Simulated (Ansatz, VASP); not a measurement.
## PbSe in VASP and in Ansatz

POSCAR

```
PbSe
1.0
    0.0000000000      3.0887022205      2.9114107130
    3.0887022205      0.0000000000      2.9114107130
    3.0887022205      3.0887022205      0.0000000000
Pb Se
1 1
Direct
    0.0000000000      0.0000000000      0.0000000000
    0.5000000000      0.5000000000      0.5000000000
```

File INCAR.step1:

```
SYSTEM = PbSe
PREC     = Accurate       ! precision mode
ENCUT    = 520            ! plane-wave cutoff, eV
ISMEAR   = -1             ! smearing method
SIGMA    = 0.02           ! smearing width, eV
LREAL    = .False.        ! projectors in reciprocal space
LASPH    = .True.         ! aspherical terms in the spheres
NELM     = 80             ! most SCF steps
NBANDS   = 17             ! bands
GGA      = PE             ! functional
ALGO     = Normal         ! electronic algorithm
EDIFF    = 1E-4           ! SCF threshold, eV
LWAVE    = .True.         ! write WAVECAR
LCHARG   = .False.        ! write CHGCAR
```

Contents of INCAR.step2:

```
SYSTEM = PbSe
PREC     = Accurate       ! precision mode
ENCUT    = 520            ! plane-wave cutoff, eV
EDIFF    = 1E-6           ! SCF threshold, eV
ISMEAR   = -1             ! smearing method
SIGMA    = 0.02           ! smearing width, eV
LREAL    = .False.        ! projectors in reciprocal space
LASPH    = .True.         ! aspherical terms in the spheres
NELM     = 80             ! most SCF steps
ALGO     = Normal         ! electronic algorithm
ISIF     = 2              ! what is computed and relaxed
LWAVE    = .False.        ! write WAVECAR
LCHARG   = .False.        ! write CHGCAR
METAGGA  = R2SCAN         ! meta-GGA
LMIXTAU  = .True.       
NBANDS   = 17             ! bands
ISTART   = 1
```

File KPOINTS:

```
Automatic mesh
0
Gamma
  8 8 8
  0 0 0
```

Input for Ansatz:

```yaml
crystal:
  lattice:
    - [0.0, 3.0887022205, 2.911410713]
    - [3.0887022205, 0.0, 2.911410713]
    - [3.0887022205, 3.0887022205, 0.0]
  atoms:
    - { symbol: Pb, position: [0.0, 0.0, 0.0] }
    - { symbol: Se, position: [0.5, 0.5, 0.5] }
kpoints:
  mp_grid: { grid: [8, 8, 8] }
  band_path:
    path:
      - [0.0, 0.0, 0.0]
      - [0.5, 0.0, 0.5]
      - [0.625, 0.25, 0.625]
      - [0.375, 0.375, 0.75]
      - [0.5, 0.5, 0.5]
      - [0.5, 0.25, 0.75]
      - [0.0, 0.0, 0.5]
    npoints: 1
hamiltonian:
  xc: r2scan
scf:
  occupations: { method: fermi_dirac, width: 0.02 }
  n_extra_bands: 4
output:
  forces: true
  stress: true
  eigenvalues: true
  write_density: true
  write_potential: true
  elf: true
  volumetric_format: npy
```

Change from the starting cell: uniaxial_z strain -5.7%.

Alike in both runs: task single point; functional r2SCAN; k mesh 8 × 8 × 8; occupations fermi-dirac, width 0.02 eV; no spin polarisation.

|  | VASP | Ansatz |
| --- | --- | --- |
| version | VASP 6.6.1 | Ansatz 0.2.0 |
| potentials or method | VASP PAW PBE potentials, release 64 (Pb_d, Se) | plane waves, PAW |
| plane-wave cutoff (eV) | 520 | 500 |
| valence electrons in the cell | 20 | 30 |

VASP gave:

- pressure (GPa): 4.1
- traceless stress, the component that is largest in VASP (GPa): 6.63

Question: Which values does Ansatz return?

Answer: Pressure (GPa): 4.1; traceless stress, the component that is largest in VASP (GPa): 6.61.

VASP's potentials were made for PBE, not for r2SCAN. The functional is the same, so the differences come from potentials, cutoffs and numerics. VASP's potentials hold 20 valence electrons a cell and Ansatz's 30, so a difference there can come from the potentials and not from the codes.

Neither program's run includes spin-orbit coupling.
